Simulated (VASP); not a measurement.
# Pd (P6_3/mmc) in VASP: notebook, part 2 of 2

VASP 6.6.1.

## (4) Single point, BLYP (17.06 Å³/atom)

This run uses another cell than the first one, of 17.06 Å³/atom.

INCAR

```
SYSTEM = Pd
AGGAC = 1.0
AGGAX = 1.0
ALDAC = 0.0
ALDAX = 1.0
ALGO = Normal
EDIFF = 1E-6
ENCUT = 520
GGA = B5
ISIF = 2
ISMEAR = -1
LASPH = .TRUE.
LCHARG = .FALSE.
LREAL = .FALSE.
LWAVE = .FALSE.
NBANDS = 28
NELM = 80
PREC = Accurate
SIGMA = 0.1
```

KPOINTS

```
k-points
0
G
  14 14 4
  0 0 0
```

POSCAR

```
Pd
1.0
    2.8787250454      0.0000000000      0.0000000000
   -1.4393625227      2.4930490199      0.0000000000
    0.0000000000      0.0000000000      9.5102639430
Pd
4
Direct
    0.0000000000      0.0000000000      0.0000000000
    1.0000000000      0.0000000000      0.5000000000
    0.3333333333      0.6666666667      0.2500000000
    0.6666666667      0.3333333333      0.7500000000
```

Potentials or basis: VASP PAW PBE potentials, release 64 (Pd).

Command:

```sh
cat potpaw_PBE.64/Pd/POTCAR > POTCAR
mpirun -np 1 vasp_std > vasp.out
```

OUTCAR:

```text
SYSTEM = Pd
   EDIFF = 1E-6
   ENCUT = 520
   GGA = B5
   ISIF = 2
   ISMEAR = -1
   LASPH = .TRUE.
   LREAL = .FALSE.
   NELM = 80
   PREC = Accurate

 ion  position               nearest neighbor table
   1  0.000  0.000  0.000-   3 2.90   4 2.90   4 2.90   3 2.90   4 2.90   3 2.90
   2  0.000  0.000  0.500-   3 2.90   4 2.90   4 2.90   3 2.90   4 2.90   3 2.90
   3  0.333  0.667  0.250-   1 2.90   2 2.90   1 2.90   2 2.90   1 2.90   2 2.90
   4  0.667  0.333  0.750-   1 2.90   2 2.90   1 2.90   2 2.90   1 2.90   2 2.90

  LATTYP: Found a hexagonal cell.
 ALAT       =     2.8787250454
 C/A-ratio  =     3.3036374760

  Lattice vectors:

 A1 = (   2.8787250454,   0.0000000000,   0.0000000000)
 A2 = (  -1.4393625227,   2.4930490199,   0.0000000000)
 A3 = (   0.0000000000,   0.0000000000,   9.5102639430)

Analysis of symmetry for initial positions (statically):
=====================================================================
 Subroutine PRICEL returns:
 Original cell was already a primitive cell.

 Routine SETGRP: Setting up the symmetry group for a
 hexagonal supercell.

 Subroutine GETGRP returns: Found 24 space group operations
 (whereof 12 operations were pure point group operations)
[... 171 lines left out ...]

 val. band max:        8.0388447882   @ k =   0.3571  -0.0000   0.0000
 cond. band min:       8.0420385233   @ k =   0.5000   0.0000   0.2500
 fundamental gap:      0.0031937350
 Fermi energy:         8.0408408325

 k-point     1 :       0.0000    0.0000    0.0000
  band No.  band energies     occupation
      1       2.0707      2.00000
      2       3.5552      2.00000
      3       3.5613      2.00000
      4       3.7732      2.00000
      5       5.6998      2.00000
      6       5.7363      2.00000
[... 733 lines left out ...]
     27      15.8664      0.00000
     28      16.9060      0.00000

 [... further k-points ...]

------------------------ aborting loop because EDIFF is reached ----------------------------------------

  FORCE on cell =-STRESS in cart. coord.  units (eV):
  Direction    XX          YY          ZZ          XY          YZ          ZX
  --------------------------------------------------------------------------------------
  -------------------------------------------------------------------------------------
  Total       -1.8086935     -1.8086935     -1.9946630     -0.0000000      0.0000000      0.0000000
  in kB      -42.4572616    -42.4572616    -46.8227098     -0.0000000      0.0000000      0.0000000
  external PRESSURE =     -43.9124110 kB  Pullay stress =       0.0000000 kB

 VOLUME and BASIS-vectors are now :
 -----------------------------------------------------------------------------
  energy-cutoff  :      520.00
  volume of cell :       68.25
      direct lattice vectors                 reciprocal lattice vectors
     2.878725045  0.000000000  0.000000000     0.347376003  0.200557629  0.000000000
    -1.439362523  2.493049020  0.000000000     0.000000000  0.401115258  0.000000000
     0.000000000  0.000000000  9.510263943     0.000000000  0.000000000  0.105149553

 POSITION                                       TOTAL-FORCE (eV/Angst)
 -----------------------------------------------------------------------------------
      0.00000      0.00000      0.00000         0.000000     -0.000000      0.000000
      0.00000      0.00000      4.75513        -0.000000     -0.000000      0.000000
     -0.00000      1.66203      2.37757        -0.000000      0.000000     -0.000000
      1.43936      0.83102      7.13270         0.000000      0.000000     -0.000000
 -----------------------------------------------------------------------------------
    total drift:                               -0.000000      0.000000      0.000000

  FREE ENERGIE OF THE ION-ELECTRON SYSTEM (eV)
  ---------------------------------------------------
  free  energy   TOTEN  =       -17.5874831275 eV

  energy  without entropy=      -17.2866216716  energy(sigma->0) =      -17.43705240
```

Wall time 3.5 min (1 thread of Intel Xeon 8259CL, shared host); peak memory 0.25 GiB.

What came out:

```yaml
Free_energy: -17.5875 eV
Pressure: -4.4 GPa
Band_gap_on_the_k_mesh: zero (bands 20 and 21 overlap by 0.73 eV)
```

Levels at points of the mesh, in eV from the Fermi level:
| k point | band 16 | band 17 | band 18 | band 19 | band 20 | band 21 | band 22 | band 23 | band 24 | band 25 |
| --- | --- | --- | --- | --- | --- | --- | --- | --- | --- | --- |
| (0.00, 0.00, 0.00) | -1.24 | -1.24 | -0.87 | -0.87 | -0.61 | -0.61 | -0.15 | -0.15 | 1.44 | 6.07 |
| (0.50, 0.00, 0.00) | -0.03 | 0.02 | 0.10 | 0.11 | 0.12 | 1.86 | 2.70 | 3.48 | 3.91 | 6.89 |
| (0.00, 0.00, 0.50) | -1.07 | -1.07 | -1.07 | -0.43 | -0.43 | -0.34 | -0.34 | -0.34 | -0.34 | 8.75 |
| (0.50, 0.00, 0.50) | -0.45 | -0.02 | -0.02 | 0.10 | 0.10 | 2.52 | 2.52 | 3.70 | 3.70 | 7.17 |

Caveat: the cell stands under tension; the PAW data sets were made with another functional, which shifts forces and pressure a little.

## (5) Single point, BLYP (17.72 Å³/atom)

This run uses another cell than the first one, of 17.72 Å³/atom.

INCAR

```
SYSTEM = Pd
PREC = Accurate
ENCUT = 520
EDIFF = 1E-7
ISMEAR = -1
SIGMA = 0.1
LREAL = .FALSE.
LASPH = .TRUE.
NELM = 80
ALGO = Normal
ISIF = 2
LWAVE = .FALSE.
LCHARG = .FALSE.
GGA = B5
ALDAX = 1.0
AGGAX = 1.0
AGGAC = 1.0
ALDAC = 0.0
NBANDS = 28
```

KPOINTS

```
regular mesh
0
G
  14 14 4
  0 0 0
```

POSCAR

```
Pd
1.0
    2.9151684718      0.0000000000      0.0000000000
   -1.4575842359      2.5246099528      0.0000000000
    0.0000000000      0.0000000000      9.6306598119
Pd
4
Direct
    0.0000000000      0.0000000000      0.0000000000
    1.0000000000      0.0000000000      0.5000000000
    0.3333333333      0.6666666667      0.2500000000
    0.6666666667      0.3333333333      0.7500000000
```

Command:

```sh
cat potpaw_PBE.64/Pd/POTCAR > POTCAR
mpirun -np 1 vasp_std > vasp.out
```

Run time: 3.1 min. Hardware: 1 thread of Intel Xeon 8259CL, shared host; peak memory 0.26 GiB.

Results (log left out):

| Item | Value |
| --- | --- |
| Free energy | -17.4861 eV |
| Pressure | -8.0 GPa |
| Band gap on the k mesh | zero (bands 20 and 21 overlap by 0.69 eV) |

Stress tensor (GPa, compression positive):
```
-7.85  0.00  0.00
 0.00 -7.85  0.00
 0.00  0.00 -8.18
```

Levels at points of the mesh, in eV from the Fermi level:
| k point | band 16 | band 17 | band 18 | band 19 | band 20 | band 21 | band 22 | band 23 | band 24 | band 25 |
| --- | --- | --- | --- | --- | --- | --- | --- | --- | --- | --- |
| (0.00, 0.00, 0.00) | -1.17 | -1.17 | -0.82 | -0.82 | -0.58 | -0.58 | -0.14 | -0.14 | 1.52 | 5.82 |
| (0.50, 0.00, 0.00) | -0.04 | 0.01 | 0.08 | 0.10 | 0.11 | 1.90 | 2.72 | 3.39 | 3.81 | 6.64 |
| (0.00, 0.00, 0.50) | -1.01 | -1.01 | -1.01 | -0.34 | -0.34 | -0.32 | -0.32 | -0.32 | -0.32 | 8.49 |
| (0.50, 0.00, 0.50) | -0.42 | -0.03 | -0.03 | 0.09 | 0.09 | 2.50 | 2.50 | 3.63 | 3.63 | 6.94 |

Caveat: the cell stands under tension; the PAW data sets were made with another functional, which shifts forces and pressure a little.

## (6) Single point, BLYP (18.38 Å³/atom)

This run uses another cell than the first one, of 18.38 Å³/atom.

INCAR

```
SYSTEM = Pd
PREC = Accurate
ENCUT = 520
EDIFF = 1E-6
ISMEAR = -1
SIGMA = 0.1
LREAL = .False.
LASPH = .True.
NELM = 60
ALGO = Normal
ISIF = 2
LWAVE = .False.
LCHARG = .False.
GGA = B5
ALDAX = 1.0
AGGAX = 1.0
AGGAC = 1.0
ALDAC = 0.0
NBANDS = 28
```

KPOINTS

```
regular mesh
0
Gamma
  14 14 4
  0 0 0
```

POSCAR

```
Pd
1.0
    2.9507228108      0.0000000000      0.0000000000
   -1.4753614054      2.5554009137      0.0000000000
    0.0000000000      0.0000000000      9.7481184589
Pd
4
Direct
    0.0000000000      0.0000000000      0.0000000000
    1.0000000000      0.0000000000      0.5000000000
    0.3333333333      0.6666666667      0.2500000000
    0.6666666667      0.3333333333      0.7500000000
```

Potentials or basis: VASP PAW PBE potentials, release 64 (Pd).

Command:

```sh
cat potpaw_PBE.64/Pd/POTCAR > POTCAR
mpirun -np 1 vasp_std > vasp.out
```

Run time: 3.3 min. Hardware: 1 thread of Intel Xeon 8259CL, shared host; peak memory 0.27 GiB.

The run converged. Its results:

* Free energy: -17.3337 eV
* Pressure: -10.7 GPa
* Band gap on the k mesh: zero (bands 20 and 21 overlap by 0.65 eV)

Stress tensor (GPa, compression positive):
```
-10.58   0.00   0.00
  0.00 -10.58   0.00
  0.00   0.00 -10.82
```

Levels at points of the mesh, in eV from the Fermi level:
```
           k point  band 16  band 17  band 18  band 19  band 20  band 21  band 22  band 23  band 24  band 25
(0.00, 0.00, 0.00)    -1.11    -1.11    -0.78    -0.78    -0.55    -0.55    -0.14    -0.14     1.58     5.59
(0.50, 0.00, 0.00)    -0.04     0.01     0.07     0.08     0.10     1.94     2.75     3.31     3.73     6.40
(0.00, 0.00, 0.50)    -0.96    -0.96    -0.96    -0.31    -0.31    -0.31    -0.31    -0.26    -0.26     8.24
(0.50, 0.00, 0.50)    -0.40    -0.03    -0.03     0.07     0.07     2.48     2.48     3.56     3.56     6.73
```

Caveat: the cell stands under tension; the PAW data sets were made with another functional, which shifts forces and pressure a little.

## (7) The runs side by side

```tsv
cell	gap on the mesh (eV)	pressure (GPa)
a = 2.803, b = 2.803, c = 9.260 Å, angles 90.0, 90.0, 120.0°, 4 atoms	none	6.4
a = 2.841, b = 2.841, c = 9.387 Å, angles 90.0, 90.0, 120.0°, 4 atoms	none	0.3
a = 2.879, b = 2.879, c = 9.510 Å, angles 90.0, 90.0, 120.0°, 4 atoms	none	-4.4
a = 2.915, b = 2.915, c = 9.631 Å, angles 90.0, 90.0, 120.0°, 4 atoms	none	-8.0
a = 2.951, b = 2.951, c = 9.748 Å, angles 90.0, 90.0, 120.0°, 4 atoms	none	-10.7
```

Alike in all rows: task single point; level BLYP; potentials or basis VASP PAW PBE potentials, release 64 (Pd); no spin polarisation; k mesh 14 × 14 × 4; cutoff (eV) 520; smearing fermi-dirac 0.1 eV.

Caveats: the PAW data sets were made with another functional, which shifts forces and pressure a little; the cell stands under tension (at least some runs); the cell stands under pressure (at least some runs).

Absolute energies hang on the potentials; compare differences alone.
